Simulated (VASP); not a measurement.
ScRu3, 4 atoms in the cell. Symmetry: I4/mmm, No. 139, tetragonal system. Conventional cell: a = 3.827 Å, b = 3.827 Å, c = 8.045 Å, α = 90.00°, β = 90.00°, γ = 90.00°. Within 3.6 Å of Ru (site symmetry 4/mmm) lie 4 Sc at 2.71 Å and 8 Ru at 2.78 Å. Within 3.6 Å of Ru (site symmetry -4m2) lie 8 Ru at 2.71 to 2.78 Å and 4 Sc at 2.78 Å. Within 3.6 Å of Sc (site symmetry 4/mmm) lie 12 Ru at 2.71 to 2.78 Å. 

| Quantity | Value |
| --- | --- |
| Program | VASP 6.6.1 |
| Task | single point |
| Functional | r2SCAN |
| Dispersion | rVV10 |
| Potentials or basis | VASP PAW PBE potentials, release 64 (Ru_pv, Sc_sv) |
| Cutoff | 520 eV |
| k mesh | 10 × 10 × 10 |
| Occupations | fermi-dirac, width 0.05 eV |
| Spin | no spin polarisation |
| Dipole correction | no |
| Further INCAR settings | ALGO = Normal; EDIFF = 1e-07; NBANDS = 34 |

Potentials or basis: VASP PAW PBE potentials, release 64 (Ru_pv, Sc_sv).

Command:

```console
$ cat potpaw_PBE.64/Ru_pv/POTCAR potpaw_PBE.64/Sc_sv/POTCAR > POTCAR
$ cp INCAR.step1 INCAR
$ mpirun -np 1 vasp_std > vasp.out
$ cp INCAR.step2 INCAR
$ mpirun -np 1 vasp_std > vasp.out
```

Hardware: 1 thread of Intel(R) Xeon(R) 6975P-C (Granite Rapids), on a shared host.

Q: How long does it take, and how much memory?

A: Wall time 7.3 min on 1 thread of Intel(R) Xeon(R) 6975P-C (Granite Rapids), with other jobs on the host, peak memory 0.51 GiB. Counts: k points 102.
